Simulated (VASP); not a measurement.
A run of VASP 6.6.1:

INCAR

```
ALGO = Normal
EDIFF = 1E-6
ENCUT = 520
GGA = CA
ISIF = 2
ISMEAR = -1
LASPH = True
LCHARG = True
LELF = True
LREAL = False
LVHAR = True
LWAVE = False
NBANDS = 12
NELM = 60
PREC = Accurate
SIGMA = 0.08
```

The input KPOINTS:

```
k-points
0
Gamma
  18 18 18
```

File POSCAR:

```
Ta
1.0
   -1.4017700717      1.4017700717      1.4017700717
    1.4017700717     -1.4017700717      1.4017700717
    1.4017700717      1.4017700717     -1.4017700717
Ta
1
Direct
    0.0000000000      0.0000000000      0.0000000000
```

Potentials or basis: VASP PAW LDA potentials, release 64 (Ta_pv).

The run is started by

```bash
$ cat potpaw_LDA.64/Ta_pv/POTCAR > POTCAR
$ mpirun -np 1 vasp_std > vasp.out
```

Hardware: 1 thread of Intel(R) Xeon(R) 6975P-C (Granite Rapids), on a shared host.

**Question.** How long does it take, and how much memory?

**Answer.** Run time: 9.8 s on 1 thread of Intel(R) Xeon(R) 6975P-C (Granite Rapids) (shared host), peak memory 0.13 GiB. Counts: scf iterations 10, k points 195.
